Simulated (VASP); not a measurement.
# MnSi (rocksalt type) (Fm-3m) in VASP: notebook

The runs below take MnSi (rocksalt type) through single point, with r2SCAN.

All numbers are computed with VASP 6.6.1; they aren't measurements. Logs are shortened: lines on timing, memory, paths and dates and some standing lists are left out, and cuts for length are marked.

### 1 The cell of the first run

Symmetry: Fm-3m, No. 225, cubic system. Conventional cell: a = 4.934 Å, b = 4.934 Å, c = 4.934 Å, α = 90.00°, β = 90.00°, γ = 90.00°. Mn (site symmetry m-3m) has 6 Si at 2.47 Å within 3.3 Å. Within 3.3 Å of Si (site symmetry m-3m) lie 6 Mn at 2.47 Å.

### 2 Single point, r2SCAN, collinear spin, ferromagnetic start

File POSCAR:

```
MnSi
1.0
    0.0000000000      2.4670193184      2.4670193184
    2.4670193184      0.0000000000      2.4670193184
    2.4670193184      2.4670193184      0.0000000000
Mn Si
1 1
Direct
    0.0000000000      0.0000000000      0.0000000000
    0.5000000000      0.5000000000      0.5000000000
```

File INCAR.step1:

```
SYSTEM = MnSi
ALGO     = Normal         ! electronic algorithm
EDIFF    = 1E-4           ! SCF threshold, eV
ENCUT    = 520            ! plane-wave cutoff, eV
GGA      = PE             ! functional
ISMEAR   = -1             ! smearing method
ISPIN    = 2              ! spin polarisation
LASPH    = .TRUE.         ! aspherical terms in the spheres
LCHARG   = .FALSE.        ! write CHGCAR
LMAXMIX  = 4              ! l up to which the mixer works
LREAL    = .FALSE.        ! projectors in reciprocal space
LWAVE    = .TRUE.         ! write WAVECAR
MAGMOM   = 3 0            ! initial moments
NBANDS   = 20             ! bands
NELM     = 150            ! most SCF steps
PREC     = Accurate       ! precision mode
SIGMA    = 0.1            ! smearing width, eV
```

File INCAR.step2:

```
SYSTEM = MnSi
ALGO     = Normal         ! electronic algorithm
EDIFF    = 1E-7           ! SCF threshold, eV
ENCUT    = 520            ! plane-wave cutoff, eV
ISIF     = 2              ! what is computed and relaxed
ISMEAR   = -1             ! smearing method
ISPIN    = 2              ! spin polarisation
ISTART   = 1            
LASPH    = .TRUE.         ! aspherical terms in the spheres
LCHARG   = .FALSE.        ! write CHGCAR
LMAXMIX  = 4              ! l up to which the mixer works
LMIXTAU  = .TRUE.       
LORBIT   = 11             ! projections on sites
LREAL    = .FALSE.        ! projectors in reciprocal space
LWAVE    = .FALSE.        ! write WAVECAR
MAGMOM   = 3 0            ! initial moments
METAGGA  = R2SCAN         ! meta-GGA
NBANDS   = 20             ! bands
NELM     = 150            ! most SCF steps
PREC     = Accurate       ! precision mode
SIGMA    = 0.1            ! smearing width, eV
```

File KPOINTS:

```
k-points
0
G
  14 14 14
  0 0 0
```

Potentials or basis: VASP PAW PBE potentials, release 64 (Mn_pv, Si).

Launch:

```console
$ cat potpaw_PBE.64/Mn_pv/POTCAR potpaw_PBE.64/Si/POTCAR > POTCAR
$ cp INCAR.step1 INCAR
$ mpirun -np 1 vasp_std > vasp.out
$ cp INCAR.step2 INCAR
$ mpirun -np 1 vasp_std > vasp.out
```

OUTCAR:

```text
SYSTEM = MnSi
   EDIFF = 1E-7
   ENCUT = 520
   ISIF = 2
   ISMEAR = -1
   ISPIN = 2
   ISTART = 1
   LASPH = .TRUE.
   LORBIT = 11
   LREAL = .FALSE.
   METAGGA = R2SCAN
   NELM = 150
   PREC = Accurate

 ion  position               nearest neighbor table
   1  0.000  0.000  0.000-   2 2.47   2 2.47   2 2.47   2 2.47   2 2.47   2 2.47
   2  0.500  0.500  0.500-   1 2.47   1 2.47   1 2.47   1 2.47   1 2.47   1 2.47

  LATTYP: Found a face centered cubic cell.
 ALAT       =     4.9340386368

  Lattice vectors:

 A1 = (   0.0000000000,   2.4670193184,   2.4670193184)
 A2 = (   2.4670193184,   0.0000000000,   2.4670193184)
 A3 = (   2.4670193184,   2.4670193184,   0.0000000000)

Analysis of symmetry for initial positions (statically):
=====================================================================
 Subroutine PRICEL returns:
 Original cell was already a primitive cell.

 Routine SETGRP: Setting up the symmetry group for a
 face centered cubic supercell.

 Subroutine GETGRP returns: Found 48 space group operations
 (whereof 48 operations were pure point group operations)
 out of a pool of 48 trial point group operations.

The static configuration has the point symmetry O_h .

Analysis of symmetry for dynamics (positions and initial velocities):
=====================================================================
 Subroutine PRICEL returns:
 Original cell was already a primitive cell.

 Routine SETGRP: Setting up the symmetry group for a
 face centered cubic supercell.

 Subroutine GETGRP returns: Found 48 space group operations
 (whereof 48 operations were pure point group operations)
 out of a pool of 48 trial point group operations.

The dynamic configuration has the point symmetry O_h .

Analysis of structural, dynamic, and magnetic symmetry:
=====================================================================
 Subroutine PRICEL returns:
 Original cell was already a primitive cell.

 Routine SETGRP: Setting up the symmetry group for a
 face centered cubic supercell.

 Subroutine GETGRP returns: Found 48 space group operations
 (whereof 48 operations were pure point group operations)
 out of a pool of 48 trial point group operations.

The overall configuration has the point symmetry O_h .

 Subroutine INISYM returns: Found 48 space group operations
 (whereof 48 operations are pure point group operations),
 and found     1 'primitive' translations

----------------------------------------------------------------------------------------

                                     Primitive cell

  volume of cell :      30.0295

  direct lattice vectors                    reciprocal lattice vectors
     0.000000000  2.467019318  2.467019318    -0.202673727  0.202673727  0.202673727
     2.467019318  0.000000000  2.467019318     0.202673727 -0.202673727  0.202673727
     2.467019318  2.467019318  0.000000000     0.202673727  0.202673727 -0.202673727

  length of vectors
     3.488892179  3.488892179  3.488892179     0.351041193  0.351041193  0.351041193

  position of ions in fractional coordinates (direct lattice)
     0.000000000  0.000000000  0.000000000
     0.500000000  0.500000000  0.500000000

  ion indices of the primitive-cell ions
   primitive index   ion index
                 1           1
                 2           2

----------------------------------------------------------------------------------------

 KPOINTS: k-points

Automatic generation of k-mesh.
 Grid dimensions read from file:
 generate k-points for:   14   14   14

 Generating k-lattice:

  Cartesian coordinates                     Fractional coordinates (reciprocal lattice)
    -0.014476695  0.014476695  0.014476695     0.071428571  0.000000000  0.000000000
     0.014476695 -0.014476695  0.014476695     0.000000000  0.071428571  0.000000000
     0.014476695  0.014476695 -0.014476695     0.000000000  0.000000000  0.071428571

  Length of vectors
     0.025074371  0.025074371  0.025074371

  Shift w.r.t. Gamma in fractional coordinates (k-lattice)
     0.000000000  0.000000000  0.000000000

 Subroutine IBZKPT returns following result:
 ===========================================

 Found    104 irreducible k-points:

 Following reciprocal coordinates:
            Coordinates               Weight
  0.000000  0.000000  0.000000      1.000000
  0.071429  0.000000  0.000000      8.000000
  0.142857  0.000000  0.000000      8.000000
  0.214286  0.000000  0.000000      8.000000
  0.285714  0.000000  0.000000      8.000000
  0.357143  0.000000  0.000000      8.000000
[... 16 lines left out ...]
  0.214286  0.142857  0.000000     24.000000
  0.285714  0.142857  0.000000     24.000000
 [... further k-points ...]
   k-points           NKPTS =    104   k-points in BZ     NKDIM =    104   number of bands    NBANDS=     20
   number of dos      NEDOS =    301   number of ions     NIONS =      2
   total plane-waves  NPLWV =  21952
   dimension x,y,z NGX =    28 NGY =   28 NGZ =   28
   dimension x,y,z NGXF=    56 NGYF=   56 NGZF=   56
   ions per type =               1   1
   NGX,Y,Z   is equivalent  to a cutoff of  13.34, 13.34, 13.34 a.u.
   NGXF,Y,Z  is equivalent  to a cutoff of  26.68, 26.68, 26.68 a.u.
 SYSTEM =  MnSi
   PREC   = accura    normal or accurate (medium, high low for compatibility)
   ISTART =      1    job   : 0-new  1-cont  2-samecut
   ICHARG =      0    charge: 1-file 2-atom 10-const
   ISPIN  =      2    spin polarized calculation?
   LNONCOLLINEAR =      F non collinear calculations
   LSORBIT =      F    spin-orbit coupling
   LASPH  =      T    aspherical Exc in radial PAW
   ENCUT  =  520.0 eV  38.22 Ry    6.18 a.u.   6.49  6.49  6.49*2*pi/ulx,y,z
   NELM   =    150;   NELMIN=  2; NELMDL=  0     # of ELM steps
   EDIFF  = 0.1E-06   stopping-criterion for ELM
   LREAL  =      F    real-space projection
   EDIFFG = 0.1E-05   stopping-criterion for IOM
   NSW    =      0    number of steps for IOM
   IBRION =     -1    ionic relax: 0-MD 1-quasi-New 2-CG
   NFREE  =      0    steps in history (QN), initial steepest desc. (CG)
   ISIF   =      2    stress and relaxation
   ISYM   =      2    0-nonsym 1-usesym 2-fastsym
   POTIM  = 0.5000    time-step for ionic-motion
   TEBEG  =    0.0;   TEEND  =   0.0 temperature during run
   PSTRESS=    0.0 pullay stress
   NELECT =      17.0000    total number of electrons
   NUPDOWN=      -1.0000    fix difference up-down
   EMIN   =  10.00;   EMAX   =-10.00  energy-range for DOS
   EFERMI =   0.00;   METHOD = LEGACY
   ISMEAR =    -1;   SIGMA  =   0.10  broadening in eV -4-tet -1-fermi 0-gaus
   EFERMI_NEDOS =   21; number of points for ismear=-14 and -15
   IALGO  =     38    algorithm
   IMIX   =      4    mixing-type and parameters
     AMIX     =   0.40;   BMIX     =  1.00
     AMIX_MAG =   1.60;   BMIX_MAG =  1.00
  volume/ion in A,a.u.               =      15.01       101.32
  Fermi-wavevector in a.u.,A,eV,Ry     =   1.354280  2.559219 24.954110  1.834075
  Thomas-Fermi vector in A             =   2.481465
   LORBIT       =     11    0 simple, 1 ext, 2 COOP (PROOUT), +10 PAW based schemes
   METAGGA = R2SCAN    functional components
   LHFCALC =     F    Hartree Fock is set to
   AEXX    =    0.0000 exact exchange contribution
   IVDW    =     0    specifies the selected vdW correction
   LEPSILON=     F    determine dielectric tensor
   LRPA    =     F    only Hartree local field effects (RPA)
 spin polarized calculation
  energy-cutoff  :      520.00
  volume of cell :       30.03
 maximum number of plane-waves:       869
 NGX is ok and might be reduce to    28
   NGX = 13   NGY = 13   NGZ = 13

 number of electron      16.9999987 magnetization       2.9929121

 Free energy of the ion-electron system (eV)
  ---------------------------------------------------
  ext. energy  EPLUGINS =         0.00000000
  ---------------------------------------------------
  free energy    TOTEN  =       -23.38919956 eV

  energy without entropy =      -23.36453267  energy(sigma->0) =      -23.37686612

 E-fermi :   8.1522     XC(G=0): -12.1803

 val. band max:        8.1319966470   @ k =   0.2143   0.2143   0.0000
 cond. band min:       8.1548736493   @ k =  -0.2857   0.4286   0.2143
 fundamental gap:      0.0228770024
 Fermi energy:         8.1522047481

 spin component 1

 k-point     1 :       0.0000    0.0000    0.0000
  band No.  band energies     occupation
      1     -43.7959      1.00000
      2     -43.7959      1.00000
      3     -43.7958      1.00000
      4      -3.5358      1.00000
      5       4.7705      1.00000
      6       4.7705      1.00000
[... 12 lines left out ...]
     19      22.6269      0.00000
     20      23.4540      0.00000

 k-point     2 :       0.0714    0.0000    0.0000
  band No.  band energies     occupation
      1     -43.7968      1.00000
      2     -43.7960      1.00000
      3     -43.7959      1.00000
      4      -3.4385      1.00000
      5       4.7270      1.00000
      6       4.7878      1.00000
[... 12 lines left out ...]
     19      21.4706      0.00000
     20      23.4744      0.00000
[... 465 lines left out ...]
      3     -43.7978      1.00000
      4      -2.6840      1.00000
      5       4.4918      1.00000
      6       4.6208      1.00000
[... 12 lines left out ...]
     19      23.6958      0.00000
     20      25.4704      0.00000

 k-point    24 :       0.2857    0.1429    0.0000
  band No.  band energies     occupation
      1     -43.8054      1.00000
      2     -43.7987      1.00000
      3     -43.7985      1.00000
      4      -2.1668      1.00000
      5       4.1654      1.00000
      6       4.4431      1.00000
[... 12 lines left out ...]
     19      24.1891      0.00000
     20      27.0031      0.00000

 [... further k-points ...]

 spin component 2

 k-point     1 :       0.0000    0.0000    0.0000
  band No.  band energies     occupation
      1     -39.3371      1.00000
      2     -39.3368      1.00000
      3     -39.3366      1.00000
      4      -3.7668      1.00000
      5       8.0950      0.63921
      6       8.0950      0.63913
[... 12 lines left out ...]
     19      23.3136      0.00000
     20      25.1134      0.00000

 k-point     2 :       0.0714    0.0000    0.0000
  band No.  band energies     occupation
      1     -39.3382      1.00000
      2     -39.3371      1.00000
      3     -39.3368      1.00000
      4      -3.6698      1.00000
      5       7.9670      0.86433
      6       7.9671      0.86426
[... 12 lines left out ...]
     19      22.4489      0.00000
     20      25.1243      0.00000
[... 465 lines left out ...]
      3     -39.3395      1.00000
      4      -2.9166      1.00000
      5       6.4610      1.00000
      6       7.6566      0.99301
[... 12 lines left out ...]
     19      23.9878      0.00000
     20      26.8757      0.00000

 k-point    24 :       0.2857    0.1429    0.0000
  band No.  band energies     occupation
      1     -39.3503      1.00000
      2     -39.3406      1.00000
      3     -39.3404      1.00000
      4      -2.4008      1.00000
      5       5.7917      1.00000
      6       6.8461      1.00000
[... 12 lines left out ...]
     19      25.1970      0.00000
     20      27.6483      0.00000

 [... further k-points ...]

------------------------ aborting loop because EDIFF is reached ----------------------------------------

  FORCE on cell =-STRESS in cart. coord.  units (eV):
  Direction    XX          YY          ZZ          XY          YZ          ZX
  --------------------------------------------------------------------------------------
  -------------------------------------------------------------------------------------
  Total        0.0185750      0.0185750      0.0185750     -0.0000000      0.0000000     -0.0000000
  in kB        0.9910389      0.9910389      0.9910389     -0.0000000      0.0000000     -0.0000000
  external PRESSURE =       0.9910389 kB  Pullay stress =       0.0000000 kB

 VOLUME and BASIS-vectors are now :
 -----------------------------------------------------------------------------
  energy-cutoff  :      520.00
  volume of cell :       30.03
      direct lattice vectors                 reciprocal lattice vectors
     0.000000000  2.467019318  2.467019318    -0.202673727  0.202673727  0.202673727
     2.467019318  0.000000000  2.467019318     0.202673727 -0.202673727  0.202673727
     2.467019318  2.467019318  0.000000000     0.202673727  0.202673727 -0.202673727

 POSITION                                       TOTAL-FORCE (eV/Angst)
 -----------------------------------------------------------------------------------
      0.00000      0.00000      0.00000         0.000000      0.000000      0.000000
      2.46702      2.46702      2.46702         0.000000      0.000000     -0.000000
 -----------------------------------------------------------------------------------
    total drift:                               -0.000000     -0.000000      0.000000

  FREE ENERGIE OF THE ION-ELECTRON SYSTEM (eV)
  ---------------------------------------------------
  free  energy   TOTEN  =       -23.3891995597 eV

  energy  without entropy=      -23.3645326727  energy(sigma->0) =      -23.37686612

 total charge

# of ion       s       p       d       tot
------------------------------------------
    1        0.350   6.251   5.100  11.701
    2        0.790   0.917   0.000   1.707
--------------------------------------------------
tot          1.140   7.168   5.100  13.407

 magnetization (x)

# of ion       s       p       d       tot
------------------------------------------
    1        0.075   0.012   3.137   3.224
    2       -0.024  -0.160   0.000  -0.184
--------------------------------------------------
tot          0.051  -0.148   3.137   3.040
```

Wall time 4.2 min (1 thread of Intel Xeon 6975P-C (Granite Rapids), shared host); peak memory 0.25 GiB.

Results:

```yaml
Free_energy: -23.3892 eV
Pressure: 0.1 GPa
Band_gap_on_the_k_mesh: zero (filled and empty bands overlap)
Net_moment: 2.99 μB per cell
Site_moments: Mn +3.22; Si -0.18 μB
Valence_electrons_inside_the_program's_atomic_spheres: Mn 11.70; Si 1.71
```

Levels at points of the mesh, in eV from the Fermi level:
Spin up:
```csv
k point,band 7,band 8,band 9,band 10,band 11,band 12,band 13,band 14
"(0.00, 0.00, 0.00)",-3.38,-2.78,-2.78,3.70,3.70,3.70,10.17,10.17
"(0.50, 0.00, 0.00)",-3.86,-2.47,-2.47,-1.71,5.72,5.72,6.42,6.44
"(0.50, 0.50, 0.00)",-2.40,-2.40,-2.38,-0.47,-0.17,-0.17,4.01,6.53
```
Spin down:
| k point | band 4 | band 5 | band 6 | band 7 | band 8 | band 9 | band 10 | band 11 |
| --- | --- | --- | --- | --- | --- | --- | --- | --- |
| (0.00, 0.00, 0.00) | -11.92 | -0.06 | -0.06 | 0.55 | 0.55 | 0.55 | 3.41 | 3.41 |
| (0.50, 0.00, 0.00) | -8.33 | -6.07 | -1.90 | -1.90 | 2.00 | 2.00 | 2.62 | 6.28 |
| (0.50, 0.50, 0.00) | -7.91 | -4.83 | -1.17 | -0.30 | -0.30 | 0.54 | 1.97 | 2.47 |

Caveat: the PAW data sets were made with another functional, which shifts forces and pressure a little.

[end of part 1 of 2]
